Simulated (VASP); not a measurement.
# Ru (P2_1/m) in VASP: single point with PBEsol

Aim: the single point of Ru with PBEsol.

Everything below comes from runs of VASP 6.6.1. Logs are shortened: lines on timing, memory, paths and dates and some standing lists are left out, and cuts for length are marked.

## (1) The cell of the first run

Symmetry: P2_1/m, No. 11, monoclinic system. The conventional cell has a = 2.706 Å, b = 4.282 Å, c = 2.706 Å, α = 90.00°, β = 120.00°, γ = 90.00°. Within 3.2 Å of Ru (site symmetry m) lie 12 Ru at 2.39 to 2.85 Å.

## (2) Single point, PBEsol (atom 1 (Ru) moved by (-0.450, -0.225) A along x and y)

File INCAR:

```
  PREC = Accurate
  ENCUT = 520
  EDIFF = 1E-6
  ISMEAR = 0
  SIGMA = 0.15
  LREAL = False
  LASPH = True
  NELM = 80
  ALGO = Fast
  ISIF = 2
  LWAVE = False
  LCHARG = False
  GGA = PS
  NBANDS = 21
```

File KPOINTS:

```
regular mesh
0
Gamma
  24 24 12
```

File POSCAR:

```
Ru
1.0
    2.7057993342      0.0000000000      0.0000000000
   -1.3528996671      2.3432909610      0.0000000000
    0.0000000000      0.0000000000      4.2819000000
Ru
2
Direct
    0.1190144800      0.5706478607      0.2500000000
    0.6666666667      0.3333333333      0.7500000000
```

Potentials or basis: VASP PAW PBE potentials, release 64 (Ru_pv).

The run is started by

```bash
$ cat potpaw_PBE.64/Ru_pv/POTCAR > POTCAR
$ mpirun -np 1 vasp_std > vasp.out
```

OUTCAR:

```text
PREC = Accurate
   ENCUT = 520
   EDIFF = 1E-6
   ISMEAR = 0
   LREAL = False
   LASPH = True
   NELM = 80
   ISIF = 2
   GGA = PS

 ion  position               nearest neighbor table
   1  0.119  0.571  0.250-   2 2.39   2 2.39   2 2.82   2 2.82   2 2.85   2 2.85
   2  0.667  0.333  0.750-   1 2.39   1 2.39   1 2.82   1 2.82   1 2.85   1 2.85

  LATTYP: Found a hexagonal cell.
 ALAT       =     2.7057993342
 C/A-ratio  =     1.5824898565

  Lattice vectors:

 A1 = (   2.7057993342,   0.0000000000,   0.0000000000)
 A2 = (  -1.3528996671,   2.3432909610,   0.0000000000)
 A3 = (   0.0000000000,   0.0000000000,   4.2819000000)

Analysis of symmetry for initial positions (statically):
=====================================================================
 Subroutine PRICEL returns:
 Original cell was already a primitive cell.

 Routine SETGRP: Setting up the symmetry group for a
 hexagonal supercell.

 Subroutine GETGRP returns: Found  4 space group operations
 (whereof  1 operations were pure point group operations)
 out of a pool of 24 trial point group operations.

The static configuration has the point symmetry C_1 .
 The point group associated with its full space group is C_2h.

Analysis of symmetry for dynamics (positions and initial velocities):
=====================================================================
 Subroutine PRICEL returns:
 Original cell was already a primitive cell.

 Routine SETGRP: Setting up the symmetry group for a
 hexagonal supercell.

 Subroutine GETGRP returns: Found  4 space group operations
 (whereof  1 operations were pure point group operations)
 out of a pool of 24 trial point group operations.

The dynamic configuration has the point symmetry C_1 .
 The point group associated with its full space group is C_2h.

 Subroutine INISYM returns: Found  4 space group operations
 (whereof  1 operations are pure point group operations),
 and found     1 'primitive' translations

----------------------------------------------------------------------------------------

                                     Primitive cell

  volume of cell :      27.1493

  direct lattice vectors                    reciprocal lattice vectors
     2.705799334  0.000000000  0.000000000     0.369576556  0.213375124  0.000000000
    -1.352899667  2.343290961  0.000000000     0.000000000  0.426750249  0.000000000
     0.000000000  0.000000000  4.281900000     0.000000000  0.000000000  0.233541185
[... 76 lines left out ...]
   ISTART =      0    job   : 0-new  1-cont  2-samecut
   ICHARG =      2    charge: 1-file 2-atom 10-const
   ISPIN  =      1    spin polarized calculation?
   LNONCOLLINEAR =      F non collinear calculations
   LSORBIT =      F    spin-orbit coupling
   LASPH  =      T    aspherical Exc in radial PAW
   ENCUT  =  520.0 eV  38.22 Ry    6.18 a.u.   5.03  5.03  7.96*2*pi/ulx,y,z
   NELM   =     80;   NELMIN=  2; NELMDL= -5     # of ELM steps
   EDIFF  = 0.1E-05   stopping-criterion for ELM
   LREAL  =      F    real-space projection
   EDIFFG = 0.1E-04   stopping-criterion for IOM
   NSW    =      0    number of steps for IOM
   IBRION =     -1    ionic relax: 0-MD 1-quasi-New 2-CG
   NFREE  =      0    steps in history (QN), initial steepest desc. (CG)
   ISIF   =      2    stress and relaxation
   ISYM   =      2    0-nonsym 1-usesym 2-fastsym
   POTIM  = 0.5000    time-step for ionic-motion
   TEBEG  =    0.0;   TEEND  =   0.0 temperature during run
   PSTRESS=    0.0 pullay stress
   NELECT =      28.0000    total number of electrons
   NUPDOWN=      -1.0000    fix difference up-down
   EMIN   =  10.00;   EMAX   =-10.00  energy-range for DOS
   EFERMI =   0.00;   METHOD = LEGACY
   ISMEAR =     0;   SIGMA  =   0.15  broadening in eV -4-tet -1-fermi 0-gaus
   EFERMI_NEDOS =   21; number of points for ismear=-14 and -15
   IALGO  =     68    algorithm
   IMIX   =      4    mixing-type and parameters
     AMIX     =   0.40;   BMIX     =  1.00
     AMIX_MAG =   1.60;   BMIX_MAG =  1.00
  volume/ion in A,a.u.               =      13.57        91.61
  Fermi-wavevector in a.u.,A,eV,Ry     =   1.654022  3.125649 37.222686  2.735790
  Thomas-Fermi vector in A             =   2.742361
   LORBIT       =      0    0 simple, 1 ext, 2 COOP (PROOUT), +10 PAW based schemes
   GGA     = PS    functional components
   LHFCALC =     F    Hartree Fock is set to
   AEXX    =    0.0000 exact exchange contribution
   IVDW    =     0    specifies the selected vdW correction
   LEPSILON=     F    determine dielectric tensor
   LRPA    =     F    only Hartree local field effects (RPA)
 non-spin polarized calculation
 RMM-DIIS sequential band-by-band and
 Gauss-broadening in eV      SIGMA  =   0.15
  energy-cutoff  :      520.00
  volume of cell :       27.15
 maximum number of plane-waves:       756
   NGX =  9   NGY =  9   NGZ = 15

 number of electron      28.0000003 magnetization

 Free energy of the ion-electron system (eV)
  ---------------------------------------------------
  ext. energy  EPLUGINS =         0.00000000
  ---------------------------------------------------
  free energy    TOTEN  =       -19.59846218 eV

  energy without entropy =      -19.57394638  energy(sigma->0) =      -19.58620428

 E-fermi :  12.8531     XC(G=0): -14.2503

 val. band max:       12.8516185221   @ k =   0.0417   0.0417   0.2500
 cond. band min:      12.8537643527   @ k =   0.1250   0.3750  -0.4167
 fundamental gap:      0.0021458306
 Fermi energy:        12.8530632948

 k-point     1 :       0.0000    0.0000    0.0000
  band No.  band energies     occupation
      1     -31.1407      2.00000
      2     -29.9482      2.00000
      3     -29.7671      2.00000
      4     -29.6994      2.00000
      5     -29.6983      2.00000
      6     -29.5728      2.00000
[... 565 lines left out ...]
     20      23.1359      0.00000
     21      24.4595      0.00000

 [... further k-points ...]
[... 5 lines left out ...]
  --------------------------------------------------------------------------------------
  -------------------------------------------------------------------------------------
  Total        0.7143912     -0.5876818      3.0968863      1.3412121      0.0000000      0.0000000
  in kB       42.1588120    -34.6812296    182.7584704     79.1497794      0.0000000      0.0000000
  external PRESSURE =      63.4120176 kB  Pullay stress =       0.0000000 kB

 VOLUME and BASIS-vectors are now :
 -----------------------------------------------------------------------------
  energy-cutoff  :      520.00
  volume of cell :       27.15
      direct lattice vectors                 reciprocal lattice vectors
     2.705799334  0.000000000  0.000000000     0.369576556  0.213375124  0.000000000
    -1.352899667  2.343290961  0.000000000     0.000000000  0.426750249  0.000000000
     0.000000000  0.000000000  4.281900000     0.000000000  0.000000000  0.233541185

 POSITION                                       TOTAL-FORCE (eV/Angst)
 -----------------------------------------------------------------------------------
     -0.45000      1.33719      1.07048         2.339763      1.112327      0.000000
      1.35290      0.78110      3.21143        -2.339763     -1.112327     -0.000000
 -----------------------------------------------------------------------------------
    total drift:                               -0.000010     -0.000009      0.000000

  FREE ENERGIE OF THE ION-ELECTRON SYSTEM (eV)
  ---------------------------------------------------
  free  energy   TOTEN  =       -19.5984621837 eV

  energy  without entropy=      -19.5739463802  energy(sigma->0) =      -19.58620428
```

stdout:

```text
POSCAR found type information on POSCAR Ru
 POSCAR found :  1 types and       2 ions
 scaLAPACK will be used
 -----------------------------------------------------------------------------
|                                                                             |
|                                                                             |
|     You enforced a specific xc type in the INCAR file but a different       |
|     I HOPE YOU KNOW WHAT YOU ARE DOING!                                     |
|                                                                             |
 -----------------------------------------------------------------------------

 LDA part: xc-table for (Slater+PW92), standard interpolation
 POSCAR, INCAR and KPOINTS ok, starting setup
 FFT: planning ... GRIDC
 FFT: planning ... GRID_SOFT
 FFT: planning ... GRID
 WAVECAR not read
 entering main loop
WARNING in EDDRMM: call to ZHEGV failed, returncode =   6  3     21
WARNING in EDDRMM: call to ZHEGV failed, returncode =   8  4     20
WARNING in EDDRMM: call to ZHEGV failed, returncode =   6  3     20
```

Run time: 12 min. Hardware: 1 thread of Intel Xeon Platinum 8259CL at 2.50GHz (Skylake/Cascade Lake), shared host; peak memory 0.91 GiB.

What came out:

```
Free energy            : -19.5985 eV
Pressure               : 6.3 GPa
Largest force          : 2.591 eV/Å
Band gap on the k mesh : zero (band 14 reaches 14.43 eV, above the bottom of band 15 at 11.37 eV)
```

Forces on the atoms (eV/Å):
```
Ru   2.340  1.112  0.000
Ru  -2.340 -1.112  0.000
```

Stress tensor (GPa, compression positive):
```
 4.22  7.91  0.00
 7.91 -3.47  0.00
 0.00  0.00 18.28
```

Caveat: the cell differs from its parent crystal (atom 1 (Ru) moved by (-0.450, -0.225) A along x and y); the PAW data sets were made with another functional, which shifts forces and pressure a little.
